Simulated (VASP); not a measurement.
# PbSe (Fm-3m) in VASP: a series of runs, part 2 of 2

VASP 6.6.1. The steps go on from the part before.

### Step 5. Single point, PBE

File INCAR:

```
PREC = Accurate ; ENCUT = 520
EDIFF = 1E-6 ; ISMEAR = 0
SIGMA = 0.01 ; LREAL = False
LASPH = True ; NELM = 100
ALGO = Normal ; ISIF = 2
LWAVE = False ; LCHARG = False
GGA = PE ; NBANDS = 17
```

File KPOINTS:

```
regular mesh
0
Gamma
  6 6 6
```

File POSCAR:

```
PbSe
1.0
    0.0000000000      3.0887022205      3.0887022205
    3.0887022205      0.0000000000      3.0887022205
    3.0887022205      3.0887022205      0.0000000000
Pb Se
1 1
Direct
    0.0000000000      0.0000000000      0.0000000000
    0.5000000000      0.5000000000      0.5000000000
```

Potentials or basis: VASP PAW PBE potentials, release 64 (Pb_d, Se).

Run with:

```bash
> cat potpaw_PBE.64/Pb_d/POTCAR potpaw_PBE.64/Se/POTCAR > POTCAR
> mpirun -np 1 vasp_std > vasp.out
```

OUTCAR:

```text
PREC = Accurate
   ENCUT = 520
   EDIFF = 1E-6
   ISMEAR = 0
   LREAL = False
   LASPH = True
   NELM = 100
   ISIF = 2
   GGA = PE

 ion  position               nearest neighbor table
   1  0.000  0.000  0.000-   2 3.09   2 3.09   2 3.09   2 3.09   2 3.09   2 3.09
   2  0.500  0.500  0.500-   1 3.09   1 3.09   1 3.09   1 3.09   1 3.09   1 3.09

  LATTYP: Found a face centered cubic cell.
 ALAT       =     6.1774044410

  Lattice vectors:

 A1 = (   0.0000000000,   3.0887022205,   3.0887022205)
[... 495 lines left out ...]
------------------------ aborting loop because EDIFF is reached ----------------------------------------

  FORCE on cell =-STRESS in cart. coord.  units (eV):
  Direction    XX          YY          ZZ          XY          YZ          ZX
  --------------------------------------------------------------------------------------
  -------------------------------------------------------------------------------------
  Total        0.3275971      0.3275971      0.3275971     -0.0000000      0.0000000     -0.0000000
  in kB        8.9062017      8.9062017      8.9062017     -0.0000000      0.0000000     -0.0000000
  external PRESSURE =       8.9062017 kB  Pullay stress =       0.0000000 kB

 VOLUME and BASIS-vectors are now :
 -----------------------------------------------------------------------------
  energy-cutoff  :      520.00
  volume of cell :       58.93
      direct lattice vectors                 reciprocal lattice vectors
     0.000000000  3.088702221  3.088702221    -0.161880286  0.161880286  0.161880286
     3.088702221  0.000000000  3.088702221     0.161880286 -0.161880286  0.161880286
     3.088702221  3.088702221  0.000000000     0.161880286  0.161880286 -0.161880286

 POSITION                                       TOTAL-FORCE (eV/Angst)
 -----------------------------------------------------------------------------------
      0.00000      0.00000      0.00000         0.000000      0.000000      0.000000
      3.08870      3.08870      3.08870        -0.000000     -0.000000     -0.000000
 -----------------------------------------------------------------------------------
    total drift:                                0.000000     -0.000000     -0.000000

  FREE ENERGIE OF THE ION-ELECTRON SYSTEM (eV)
  ---------------------------------------------------
  free  energy   TOTEN  =        -8.1977621427 eV

  energy  without entropy=       -8.1977621427  energy(sigma->0) =       -8.19776214
```

OSZICAR:

```text
N       E                     dE             d eps       ncg     rms          rms(c)
DAV:   1     0.159518451014E+03    0.15952E+03   -0.94227E+03   544   0.121E+03
DAV:   2     0.303106809668E+01   -0.15649E+03   -0.15213E+03   562   0.310E+02
DAV:   3    -0.824904763492E+01   -0.11280E+02   -0.11210E+02   742   0.895E+01
DAV:   4    -0.849524213721E+01   -0.24619E+00   -0.24605E+00   630   0.149E+01
DAV:   5    -0.850346810170E+01   -0.82260E-02   -0.82256E-02   797   0.264E+00    0.273E+00
DAV:   6    -0.819879074436E+01    0.30468E+00   -0.76902E-01   789   0.581E+00    0.151E+00
DAV:   7    -0.819465446622E+01    0.41363E-02   -0.12416E-01   674   0.166E+00    0.853E-01
DAV:   8    -0.819826894857E+01   -0.36145E-02   -0.14432E-02   628   0.127E+00    0.195E-01
DAV:   9    -0.819766778516E+01    0.60116E-03   -0.31343E-03   819   0.523E-01    0.564E-02
DAV:  10    -0.819775494207E+01   -0.87157E-04   -0.23422E-04   602   0.885E-02    0.199E-02
DAV:  11    -0.819776212451E+01   -0.71824E-05   -0.54056E-05   734   0.744E-02    0.784E-03
DAV:  12    -0.819776214269E+01   -0.18180E-07   -0.28742E-06   686   0.115E-02
   1 F= -.81977621E+01 E0= -.81977621E+01  d E =-.920930E-32
```

It took 11 s on 1 thread of Intel Xeon Platinum 8259CL at 2.50GHz (Skylake/Cascade Lake), shared host; peak memory 0.17 GiB.

Results:

```yaml
Free_energy: -8.1978 eV
Pressure: 0.9 GPa
Band_gap_on_the_k_mesh: 0.38 eV
```

Caveat: spin-orbit coupling is left out, which moves the levels of the heavy elements. A k mesh can miss the band edges.

### Step 6. Single point, PBE

File INCAR:

```
ALGO = Normal ; EDIFF = 1E-6
ENCUT = 520 ; GGA = PE
ISIF = 2 ; ISMEAR = 0
LASPH = T ; LCHARG = F
LREAL = F ; LWAVE = F
NBANDS = 17 ; NELM = 100
PREC = Accurate ; SIGMA = 0.5
```

File KPOINTS:

```
k-points
0
Gamma
  6 6 6
```

POSCAR is that of step 5.

Potentials or basis: VASP PAW PBE potentials, release 64 (Pb_d, Se).

Run with:

```bash
> cat potpaw_PBE.64/Pb_d/POTCAR potpaw_PBE.64/Se/POTCAR > POTCAR
> mpirun -np 1 vasp_std > vasp.out
```

Wall time 11 s (1 thread of Intel Xeon Platinum 8259CL at 2.50GHz (Skylake/Cascade Lake), shared host); peak memory 0.17 GiB.

It converged, with:

```
Free energy            : -8.2033 eV
Pressure               : 0.8 GPa
Band gap on the k mesh : 0.38 eV
```

Levels at points of the mesh, in eV from the valence-band top:
| k point | band 8 | band 9 | band 10 | band 11 | band 12 | band 13 |
| --- | --- | --- | --- | --- | --- | --- |
| (0.00, 0.00, 0.00) | -1.74 | -1.74 | -1.74 | 4.68 | 4.68 | 4.68 |
| (0.50, 0.00, 0.00) | -1.35 | -1.35 | 0.00 | 0.38 | 1.78 | 1.78 |
| (0.50, 0.50, 0.00) | -4.73 | -3.04 | -3.04 | 3.83 | 5.53 | 5.53 |

Caveat: spin-orbit coupling is left out, which moves the levels of the heavy elements.

### Step 7. Summary

| level | potentials or basis | k mesh | smearing | gap on the mesh (eV) | pressure (GPa) |
| --- | --- | --- | --- | --- | --- |
| LDA | VASP PAW LDA potentials, release 64 (Pb_d, Se) | 4 × 4 × 4 | gaussian 0.01 eV | 0.25 | -3.3 |
| PBE | VASP PAW PBE potentials, release 64 (Pb_d, Se) | 4 × 4 × 4 | gaussian 0.01 eV | 0.38 | 0.9 |
| PBE | VASP PAW PBE potentials, release 64 (Pb_d, Se) | 6 × 6 × 6 | gaussian 0.01 eV | 0.38 | 0.9 |
| PBE | VASP PAW PBE potentials, release 64 (Pb_d, Se) | 6 × 6 × 6 | gaussian 0.5 eV | 0.38 | 0.8 |

Alike in all rows: task single point; no spin polarisation; cell as given; cutoff (eV) 520.

Caveats: some runs use coarse meshes; spin-orbit coupling is left out, which moves the levels of the heavy elements.

Absolute energies hang on the potentials; compare differences alone.
